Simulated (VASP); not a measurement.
A run of VASP 6.6.1:

Contents of INCAR:

```
SYSTEM = Te2Mo
ALGO = Normal
EDIFF = 1E-6
ENCUT = 520
GGA = CA
ISIF = 2
ISMEAR = 0
LASPH = .True.
LCHARG = .False.
LREAL = .False.
LWAVE = .False.
NBANDS = 20
NELM = 80
PREC = Accurate
SIGMA = 0.05
```

Contents of KPOINTS:

```
k-points
0
Gamma
  12 12 2
  0 0 0
```

The input POSCAR:

```
Te2Mo
1.0
    3.5602328140      0.0000000000      0.0000000000
   -1.7801164070      3.0832520603      0.0000000000
    0.0000000000      0.0000000000     17.5240578200
Te Mo
2 1
Direct
    0.3333333333      0.6666666667      0.8978554500
    0.3333333333      0.6666666667      0.1021445500
    0.0000000000      0.0000000000      0.0000000000
```

Potentials or basis: VASP PAW LDA potentials, release 64 (Te, Mo_sv).

The run is started by

```bash
$ cat potpaw_LDA.64/Te/POTCAR potpaw_LDA.64/Mo_sv/POTCAR > POTCAR
$ mpirun -np 1 vasp_std > vasp.out
```

Hardware: 1 thread of Intel Xeon 8259CL (shared host).

Q: Estimate the wall time of this run.

A: It took 5.8 min on 1 thread of Intel Xeon 8259CL (shared host), peak memory 0.34 GiB. Counts: scf iterations 21, k points 38.
